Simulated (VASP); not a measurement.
Input of a VASP 6.6.1 run:

POSCAR

```
BP
1.0
    0.0000000000      2.2690000000      2.2690000000
    2.2690000000      0.0000000000      2.2690000000
    2.2690000000      2.2690000000      0.0000000000
B P
1 1
Direct
    0.0000000000      0.0000000000      0.0000000000
    0.2500000000      0.2500000000      0.2500000000
```

INCAR.step1

```
SYSTEM = BP
PREC     = Accurate       ! precision mode
ENCUT    = 550            ! plane-wave cutoff, eV
ISMEAR   = 0              ! smearing method
SIGMA    = 0.1            ! smearing width, eV
LREAL    = .False.        ! projectors in reciprocal space
LASPH    = .True.         ! aspherical terms in the spheres
NELM     = 120            ! most SCF steps
NBANDS   = 11             ! bands
GGA      = PE             ! functional
ALGO     = Normal         ! electronic algorithm
EDIFF    = 1E-5           ! SCF threshold, eV
LWAVE    = .True.         ! write WAVECAR
LCHARG   = .False.        ! write CHGCAR
GGA_COMPAT= .False.
```

The input INCAR.step2:

```
SYSTEM = BP
PREC     = Accurate       ! precision mode
ENCUT    = 550            ! plane-wave cutoff, eV
EDIFF    = 1E-6           ! SCF threshold, eV
ISMEAR   = 0              ! smearing method
SIGMA    = 0.1            ! smearing width, eV
LREAL    = .False.        ! projectors in reciprocal space
LASPH    = .True.         ! aspherical terms in the spheres
NELM     = 120            ! most SCF steps
ALGO     = Normal         ! electronic algorithm
ISIF     = 2              ! what is computed and relaxed
LWAVE    = .False.        ! write WAVECAR
LCHARG   = .True.         ! write CHGCAR
METAGGA  = R2SCAN         ! meta-GGA
LMIXTAU  = .True.       
LUSE_VDW = .True.       
IVDW_NL  = 2            
BPARAM   = 11.95        
CPARAM   = 0.0093       
LELF     = .True.         ! ELF
LVHAR    = .True.       
NBANDS   = 11             ! bands
ISTART   = 1            
GGA_COMPAT= .False.
```

The input KPOINTS:

```
regular mesh
0
Gamma
  6 6 6
  0 0 0
```

Potentials or basis: VASP PAW PBE potentials, release 64 (B, P).

Command:

```bash
$ cat potpaw_PBE.64/B/POTCAR potpaw_PBE.64/P/POTCAR > POTCAR
$ cp INCAR.step1 INCAR
$ mpirun -np 1 vasp_std > vasp.out
$ cp INCAR.step2 INCAR
$ mpirun -np 1 vasp_std > vasp.out
```

Task: What does it give for the pressure?

Result: -1.1 GPa.

Task: Predict the band gap on the k mesh.

Result: 1.51 eV (least direct gap 3.63 eV).

Caveat: the PAW data sets were made with another functional, which shifts forces and pressure a little. r2SCAN opens gaps a little over a GGA but as a rule still falls short of measured ones.
